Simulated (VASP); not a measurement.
# SiGe (P6_3mc) in VASP: further runs

SiGe is run at these levels: PBEsol; tasks: single point.

Everything below comes from runs of VASP 6.6.1. Logs are shortened: lines on timing, memory, paths and dates and some standing lists are left out, and cuts for length are marked.

## Step 1: The cell of the first run

The structure is hexagonal, space group P6_3mc (No. 186). Conventional cell: a = 3.930 Å, b = 3.930 Å, c = 6.250 Å, α = 90.00°, β = 90.00°, γ = 120.00°. Si (site symmetry 3m) has 4 Ge at 2.36 to 2.40 Å within 3.1 Å. Ge (site symmetry 3m) has 4 Si at 2.36 to 2.40 Å within 3.1 Å.

## Step 2: Single point, PBEsol (uniaxial strain along c: -3.0 %)

Contents of INCAR:

```
SYSTEM = SiGe
  PREC = Accurate
  ENCUT = 520
  EDIFF = 1E-6
  ISMEAR = 0
  SIGMA = 0.02
  LREAL = .False.
  LASPH = .True.
  NELM = 80
  ALGO = Normal
  ISIF = 2
  LWAVE = .False.
  LCHARG = .False.
  GGA = PS
  NBANDS = 26
```

Contents of KPOINTS:

```
Automatic mesh
0
Gamma
  12 12 6
  0 0 0
```

Contents of POSCAR:

```
SiGe
1.0
    3.9298513698      0.0000000000      0.0000000000
   -1.9649256849      3.4033511193      0.0000000000
    0.0000000000      0.0000000000      6.2500909890
Si Ge
2 2
Direct
    0.6666666679      0.3333333321      0.8760945178
    0.3333333321      0.6666666679      0.3760945178
    0.6666666653      0.3333333347      0.4989044822
    0.3333333347      0.6666666653     -0.0010955178
```

Potentials or basis: VASP PAW PBE potentials, release 64 (Si, Ge_d).

Launch:

```
cat potpaw_PBE.64/Si/POTCAR potpaw_PBE.64/Ge_d/POTCAR > POTCAR
mpirun -np 1 vasp_std > vasp.out
```

OUTCAR:

```text
SYSTEM = SiGe
   PREC = Accurate
   ENCUT = 520
   EDIFF = 1E-6
   ISMEAR = 0
   LREAL = .False.
   LASPH = .True.
   NELM = 80
   ISIF = 2
   GGA = PS

 ion  position               nearest neighbor table
   1  0.667  0.333  0.876-   3 2.36   4 2.40   4 2.40   4 2.40
   2  0.333  0.667  0.376-   4 2.36   3 2.40   3 2.40   3 2.40
   3  0.667  0.333  0.499-   1 2.36   2 2.40   2 2.40   2 2.40
   4  0.333  0.667  0.999-   2 2.36   1 2.40   1 2.40   1 2.40

  LATTYP: Found a hexagonal cell.
 ALAT       =     3.9298513698
 C/A-ratio  =     1.5904140897

  Lattice vectors:

 A1 = (   3.9298513698,   0.0000000000,   0.0000000000)
 A2 = (  -1.9649256849,   3.4033511193,   0.0000000000)
 A3 = (   0.0000000000,   0.0000000000,   6.2500909890)

Analysis of symmetry for initial positions (statically):
=====================================================================
 Subroutine PRICEL returns:
 Original cell was already a primitive cell.

 Routine SETGRP: Setting up the symmetry group for a
 hexagonal supercell.

 Subroutine GETGRP returns: Found 12 space group operations
 (whereof  6 operations were pure point group operations)
 out of a pool of 24 trial point group operations.

The static configuration has the point symmetry C_3v.
 The point group associated with its full space group is C_6v.

Analysis of symmetry for dynamics (positions and initial velocities):
=====================================================================
 Subroutine PRICEL returns:
 Original cell was already a primitive cell.

 Routine SETGRP: Setting up the symmetry group for a
 hexagonal supercell.

 Subroutine GETGRP returns: Found 12 space group operations
 (whereof  6 operations were pure point group operations)
 out of a pool of 24 trial point group operations.

The dynamic configuration has the point symmetry C_3v.
 The point group associated with its full space group is C_6v.

 Subroutine INISYM returns: Found 12 space group operations
 (whereof  6 operations are pure point group operations),
 and found     1 'primitive' translations

----------------------------------------------------------------------------------------

                                     Primitive cell

  volume of cell :      83.5929

  direct lattice vectors                    reciprocal lattice vectors
     3.929851370  0.000000000  0.000000000     0.254462550  0.146914022  0.000000000
    -1.964925685  3.403351119  0.000000000     0.000000000  0.293828043  0.000000000
     0.000000000  0.000000000  6.250090989     0.000000000  0.000000000  0.159997671

  length of vectors
     3.929851370  3.929851370  6.250090989     0.293828043  0.293828043  0.159997671

  position of ions in fractional coordinates (direct lattice)
     0.666666668  0.333333332  0.876094518
     0.333333332  0.666666668  0.376094518
     0.666666665  0.333333335  0.498904482
     0.333333335  0.666666665  0.998904482

  ion indices of the primitive-cell ions
   primitive index   ion index
                 1           1
                 2           2
                 3           3
                 4           4

----------------------------------------------------------------------------------------

 KPOINTS: Automatic mesh

Automatic generation of k-mesh.
 Grid dimensions read from file:
 generate k-points for:   12   12    6

 Generating k-lattice:

  Cartesian coordinates                     Fractional coordinates (reciprocal lattice)
     0.021205212  0.012242835  0.000000000     0.083333333  0.000000000  0.000000000
     0.000000000  0.024485670  0.000000000     0.000000000  0.083333333  0.000000000
     0.000000000  0.000000000  0.026666278     0.000000000  0.000000000  0.166666667

  Length of vectors
     0.024485670  0.024485670  0.026666278

  Shift w.r.t. Gamma in fractional coordinates (k-lattice)
     0.000000000  0.000000000  0.000000000

 Subroutine IBZKPT returns following result:
 ===========================================

 Found     76 irreducible k-points:

 Following reciprocal coordinates:
            Coordinates               Weight
  0.000000  0.000000  0.000000      1.000000
  0.083333  0.000000  0.000000      6.000000
  0.166667  0.000000  0.000000      6.000000
  0.250000  0.000000  0.000000      6.000000
  0.333333  0.000000  0.000000      6.000000
  0.416667  0.000000  0.000000      6.000000
[... 16 lines left out ...]
  0.250000  0.000000  0.166667     12.000000
  0.333333  0.000000  0.166667     12.000000
 [... further k-points ...]
   k-points           NKPTS =     76   k-points in BZ     NKDIM =     76   number of bands    NBANDS=     26
   number of dos      NEDOS =    301   number of ions     NIONS =      4
   total plane-waves  NPLWV =  43200
   dimension x,y,z NGX =    30 NGY =   30 NGZ =   48
   dimension x,y,z NGXF=    60 NGYF=   60 NGZF=   96
   ions per type =               2   2
   NGX,Y,Z   is equivalent  to a cutoff of  12.69, 12.69, 12.77 a.u.
   NGXF,Y,Z  is equivalent  to a cutoff of  25.38, 25.38, 25.54 a.u.
 SYSTEM =  SiGe
   PREC   = accura    normal or accurate (medium, high low for compatibility)
   ISTART =      0    job   : 0-new  1-cont  2-samecut
   ICHARG =      2    charge: 1-file 2-atom 10-const
   ISPIN  =      1    spin polarized calculation?
   LNONCOLLINEAR =      F non collinear calculations
   LSORBIT =      F    spin-orbit coupling
   LASPH  =      T    aspherical Exc in radial PAW
   ENCUT  =  520.0 eV  38.22 Ry    6.18 a.u.   7.31  7.31 11.62*2*pi/ulx,y,z
   NELM   =     80;   NELMIN=  2; NELMDL= -5     # of ELM steps
   EDIFF  = 0.1E-05   stopping-criterion for ELM
   LREAL  =      F    real-space projection
   EDIFFG = 0.1E-04   stopping-criterion for IOM
   NSW    =      0    number of steps for IOM
   IBRION =     -1    ionic relax: 0-MD 1-quasi-New 2-CG
   NFREE  =      0    steps in history (QN), initial steepest desc. (CG)
   ISIF   =      2    stress and relaxation
   ISYM   =      2    0-nonsym 1-usesym 2-fastsym
   POTIM  = 0.5000    time-step for ionic-motion
   TEBEG  =    0.0;   TEEND  =   0.0 temperature during run
   PSTRESS=    0.0 pullay stress
   NELECT =      36.0000    total number of electrons
   NUPDOWN=      -1.0000    fix difference up-down
   EMIN   =  10.00;   EMAX   =-10.00  energy-range for DOS
   EFERMI =   0.00;   METHOD = LEGACY
   ISMEAR =     0;   SIGMA  =   0.02  broadening in eV -4-tet -1-fermi 0-gaus
   EFERMI_NEDOS =   21; number of points for ismear=-14 and -15
   IALGO  =     38    algorithm
   IMIX   =      4    mixing-type and parameters
     AMIX     =   0.40;   BMIX     =  1.00
     AMIX_MAG =   1.60;   BMIX_MAG =  1.00
  volume/ion in A,a.u.               =      20.90       141.03
  Fermi-wavevector in a.u.,A,eV,Ry     =   1.236287  2.336243 20.795216  1.528405
  Thomas-Fermi vector in A             =   2.370902
   LORBIT       =      0    0 simple, 1 ext, 2 COOP (PROOUT), +10 PAW based schemes
   GGA     = PS    functional components
   LHFCALC =     F    Hartree Fock is set to
   AEXX    =    0.0000 exact exchange contribution
   IVDW    =     0    specifies the selected vdW correction
   LEPSILON=     F    determine dielectric tensor
   LRPA    =     F    only Hartree local field effects (RPA)
 non-spin polarized calculation
 Gauss-broadening in eV      SIGMA  =   0.02
  energy-cutoff  :      520.00
  volume of cell :       83.59
 maximum number of plane-waves:      2297
 NGX is ok and might be reduce to    30
   NGX = 15   NGY = 15   NGZ = 23

 number of electron      36.0000027 magnetization

 Free energy of the ion-electron system (eV)
  ---------------------------------------------------
  ext. energy  EPLUGINS =         0.00000000
  ---------------------------------------------------
  free energy    TOTEN  =       -21.21200914 eV

  energy without entropy =      -21.21200231  energy(sigma->0) =      -21.21200572

 E-fermi :   5.7075     XC(G=0):  -9.9440

 val. band max:        5.6793841624   @ k =   0.0000   0.0000   0.0000
 cond. band min:       5.7311987002   @ k =   0.0000   0.0000   0.0000
 fundamental gap:      0.0518145377
 Fermi energy:         5.7074930946

 k-point     1 :       0.0000    0.0000    0.0000
  band No.  band energies     occupation
      1     -18.8199      2.00000
      2     -18.8188      2.00000
      3     -18.8150      2.00000
      4     -18.8150      2.00000
      5     -18.8121      2.00000
      6     -18.8121      2.00000
[... 18 lines left out ...]
     25      10.0073      0.00000
     26      12.0574      0.00000

 k-point     2 :       0.0833    0.0000    0.0000
  band No.  band energies     occupation
      1     -18.8200      2.00000
      2     -18.8185      2.00000
      3     -18.8151      2.00000
      4     -18.8146      2.00000
      5     -18.8119      2.00000
      6     -18.8116      2.00000
[... 18 lines left out ...]
     25      10.3149      0.00000
     26      11.5005      0.00000

 k-point     3 :       0.1667    0.0000    0.0000
  band No.  band energies     occupation
      1     -18.8203      2.00000
      2     -18.8179      2.00000
      3     -18.8151      2.00000
      4     -18.8135      2.00000
      5     -18.8111      2.00000
      6     -18.8103      2.00000
[... 18 lines left out ...]
     25      10.8296      0.00000
     26      11.1214      0.00000

 k-point     4 :       0.2500    0.0000    0.0000
  band No.  band energies     occupation
      1     -18.8212      2.00000
      2     -18.8171      2.00000
      3     -18.8150      2.00000
      4     -18.8121      2.00000
      5     -18.8098      2.00000
      6     -18.8086      2.00000
[... 18 lines left out ...]
     25      12.0622      0.00000
     26      12.2064      0.00000
[... 496 lines left out ...]
      1     -18.8202      2.00000
      2     -18.8182      2.00000
      3     -18.8147      2.00000
      4     -18.8133      2.00000
      5     -18.8114      2.00000
      6     -18.8106      2.00000
[... 18 lines left out ...]
     25      10.8770      0.00000
     26      11.3936      0.00000

 k-point    23 :       0.2500    0.0000    0.1667
  band No.  band energies     occupation
      1     -18.8210      2.00000
      2     -18.8178      2.00000
      3     -18.8143      2.00000
      4     -18.8119      2.00000
      5     -18.8101      2.00000
      6     -18.8088      2.00000
[... 18 lines left out ...]
     25      11.9195      0.00000
     26      11.9454      0.00000

 k-point    24 :       0.3333    0.0000    0.1667
  band No.  band energies     occupation
      1     -18.8220      2.00000
      2     -18.8178      2.00000
      3     -18.8135      2.00000
      4     -18.8106      2.00000
      5     -18.8086      2.00000
      6     -18.8072      2.00000
[... 18 lines left out ...]
     25      12.5880      0.00000
     26      13.0602      0.00000

 [... further k-points ...]

------------------------ aborting loop because EDIFF is reached ----------------------------------------

  FORCE on cell =-STRESS in cart. coord.  units (eV):
  Direction    XX          YY          ZZ          XY          YZ          ZX
  --------------------------------------------------------------------------------------
  -------------------------------------------------------------------------------------
  Total       -0.5131450     -0.5131450      3.2544057      0.0000000      0.0000000      0.0000000
  in kB       -9.8351610     -9.8351610     62.3753588      0.0000000      0.0000000      0.0000000
  external PRESSURE =      14.2350123 kB  Pullay stress =       0.0000000 kB

 VOLUME and BASIS-vectors are now :
 -----------------------------------------------------------------------------
  energy-cutoff  :      520.00
  volume of cell :       83.59
      direct lattice vectors                 reciprocal lattice vectors
     3.929851370  0.000000000  0.000000000     0.254462550  0.146914022  0.000000000
    -1.964925685  3.403351119  0.000000000     0.000000000  0.293828043  0.000000000
     0.000000000  0.000000000  6.250090989     0.000000000  0.000000000  0.159997671

 POSITION                                       TOTAL-FORCE (eV/Angst)
 -----------------------------------------------------------------------------------
      1.96493      1.13445      5.47567         0.000000     -0.000000      0.180339
     -0.00000      2.26890      2.35062         0.000000     -0.000000      0.180339
      1.96493      1.13445      3.11820        -0.000000      0.000000     -0.180339
      0.00000      2.26890      6.24324         0.000000      0.000000     -0.180339
 -----------------------------------------------------------------------------------
    total drift:                                0.000001      0.000001      0.002166

  FREE ENERGIE OF THE ION-ELECTRON SYSTEM (eV)
  ---------------------------------------------------
  free  energy   TOTEN  =       -21.2120091354 eV

  energy  without entropy=      -21.2120023078  energy(sigma->0) =      -21.21200572
```

Run time: 66 s. Hardware: 1 thread of Intel Xeon 6975P-C (Granite Rapids), shared host; peak memory 0.28 GiB.

What came out:

| Quantity | Value |
| --- | --- |
| Free energy | -21.2120 eV |
| Pressure | 1.4 GPa |
| Largest force | 0.180 eV/Å |
| Band gap on the k mesh | 0.05 eV |

Forces on the atoms (eV/Å):
```
Si   0.000  0.000  0.180
Si   0.000  0.000  0.180
Ge   0.000  0.000 -0.180
Ge   0.000  0.000 -0.180
```

Stress tensor (GPa, compression positive):
```
-0.98  0.00  0.00
 0.00 -0.98  0.00
 0.00  0.00  6.24
```

Levels at points of the mesh, in eV from the valence-band top:
```tsv
k point	band 15	band 16	band 17	band 18	band 19	band 20	band 21	band 22
(0.00, 0.00, 0.00)	-1.79	-0.15	0.00	0.00	0.05	1.87	1.87	1.87
(0.50, 0.00, 0.00)	-4.84	-3.35	-3.07	-1.49	0.17	2.09	3.26	3.38
(0.00, 0.00, 0.50)	-1.11	-1.11	-1.11	-1.11	0.96	0.96	3.00	3.00
(0.50, 0.00, 0.50)	-2.62	-2.62	-2.45	-2.45	0.69	0.69	1.89	1.89
```

Caveat: the cell differs from its parent crystal (uniaxial strain along c: -3.0 %); the PAW data sets were made with another functional, which shifts forces and pressure a little.

## Step 3: Single point, PBEsol (uniaxial strain along c: -2.0 %)

Contents of INCAR:

```
PREC = Accurate ; ENCUT = 520
EDIFF = 1E-7 ; ISMEAR = 0
SIGMA = 0.02 ; LREAL = False
LASPH = True ; NELM = 80
ALGO = Normal ; ISIF = 2
LWAVE = False ; LCHARG = True
GGA = PS ; LELF = True
LVHAR = True ; NBANDS = 26
```

Contents of KPOINTS:

```
regular mesh
0
Gamma
  12 12 6
```

Contents of POSCAR:

```
SiGe
1.0
    3.9200998776      0.0000000000      0.0000000000
   -1.9600499388      3.3949060793      0.0000000000
    0.0000000000      0.0000000000      6.3145249167
Si Ge
2 2
Direct
    0.6666666662      0.3333333338      0.8752784685
    0.3333333338      0.6666666662      0.3752784685
    0.6666666672      0.3333333328      0.4997205315
    0.3333333328      0.6666666672     -0.0002794685
```

Potentials or basis: VASP PAW PBE potentials, release 64 (Si, Ge_d).

Launch:

```
cat potpaw_PBE.64/Si/POTCAR potpaw_PBE.64/Ge_d/POTCAR > POTCAR
mpirun -np 1 vasp_std > vasp.out
```

Wall time 66 s (1 thread of Intel Xeon 6975P-C (Granite Rapids), shared host); peak memory 0.28 GiB.

It converged, with:

```yaml
Free_energy: -21.2388 eV
Pressure: 0.9 GPa
Largest_force: 0.157 eV/Å
Band_gap_on_the_k_mesh: 0.17 eV
```

Forces in eV/Å, atoms in the order of the input:
```
Si   0.000  0.000  0.157
Si   0.000  0.000  0.157
Ge   0.000  0.000 -0.157
Ge   0.000  0.000 -0.157
```

Stress tensor (GPa, compression positive):
```
-0.74  0.00  0.00
 0.00 -0.74  0.00
 0.00  0.00  4.18
```

Levels at points of the mesh, in eV from the valence-band top:
```
           k point  band 16  band 17  band 18  band 19  band 20  band 21
(0.00, 0.00, 0.00)    -0.23     0.00     0.00     0.17     1.76     1.91
(0.50, 0.00, 0.00)    -3.30    -3.08    -1.50     0.23     2.05     3.25
(0.00, 0.00, 0.50)    -1.06    -1.06    -1.06     1.05     1.05     3.02
(0.50, 0.00, 0.50)    -2.59    -2.52    -2.52     0.66     0.66     1.84
```

Caveat: the cell differs from its parent crystal (uniaxial strain along c: -2.0 %); the PAW data sets were made with another functional, which shifts forces and pressure a little. A k mesh can miss the band edges.

## Step 4: Single point, PBEsol (uniaxial strain along c: -1.0 %, then relaxed in part)

Contents of INCAR:

```
  ALGO = Normal
  EDIFF = 1E-6
  ENCUT = 520
  GGA = PS
  ISIF = 2
  ISMEAR = 0
  LASPH = T
  LCHARG = T
  LELF = T
  LREAL = F
  LVHAR = T
  LWAVE = F
  NBANDS = 26
  NELM = 60
  PREC = Accurate
  SIGMA = 0.02
```

Contents of KPOINTS:

```
k-points
0
Gamma
  12 12 6
```

Contents of POSCAR:

```
SiGe
1.0
    3.9058689142      0.0000000000      0.0000000000
   -1.9529344571      3.3825817036      0.0000000000
    0.0000000000      0.0000000000      6.3789588444
Si Ge
2 2
Direct
    0.6666666662      0.3333333338      0.8752784685
    0.3333333338      0.6666666662      0.3752784685
    0.6666666672      0.3333333328      0.4997205315
    0.3333333328      0.6666666672     -0.0002794685
```

Launch:

```
cat potpaw_PBE.64/Si/POTCAR potpaw_PBE.64/Ge_d/POTCAR > POTCAR
mpirun -np 1 vasp_std > vasp.out
```

It took 67 s on 1 thread of Intel Xeon 6975P-C (Granite Rapids), shared host; peak memory 0.29 GiB.

It converged, with:

```
Free energy            : -21.2563 eV
Pressure               : 0.6 GPa
Band gap on the k mesh : 0.30 eV (least direct gap 0.31 eV)
```

Stress tensor (GPa, compression positive):
```
0.00 0.00 0.00
0.00 0.00 0.00
0.00 0.00 1.87
```

Levels at points of the mesh, in eV from the valence-band top:
```csv
k point,band 15,band 16,band 17,band 18,band 19,band 20,band 21,band 22
"(0.00, 0.00, 0.00)",-1.64,-0.23,0.00,0.00,0.31,1.67,2.00,2.00
"(0.50, 0.00, 0.00)",-4.79,-3.23,-3.04,-1.52,0.30,2.02,3.27,3.32
"(0.00, 0.00, 0.50)",-1.01,-1.01,-1.01,-1.01,1.15,1.15,3.06,3.06
"(0.50, 0.00, 0.50)",-2.55,-2.55,-2.55,-2.55,0.66,0.66,1.80,1.80
```

Caveat: the cell differs from its parent crystal (uniaxial strain along c: -1.0 %, then relaxed in part); the PAW data sets were made with another functional, which shifts forces and pressure a little.

## Step 5: Overview

| cell | gap on the mesh (eV) | pressure (GPa) | largest force (eV/Å) |
| --- | --- | --- | --- |
| a = 3.930, b = 3.930, c = 6.250 Å, angles 90.0, 90.0, 120.0°, 4 atoms | 0.05 | 1.4 | 0.18 |
| a = 3.920, b = 3.920, c = 6.315 Å, angles 90.0, 90.0, 120.0°, 4 atoms | 0.17 | 0.9 | 0.16 |
| a = 3.906, b = 3.906, c = 6.379 Å, angles 90.0, 90.0, 120.0°, 4 atoms | 0.30 | 0.6 | - |

Alike in all rows: task single point; level PBEsol; potentials or basis VASP PAW PBE potentials, release 64 (Si, Ge_d); no spin polarisation; k mesh 12 × 12 × 6; cutoff (eV) 520; smearing gaussian 0.02 eV.

Caveats: the PAW data sets were made with another functional, which shifts forces and pressure a little.

Total energies depend on the potentials used, so only differences within one code and one set of settings carry meaning.
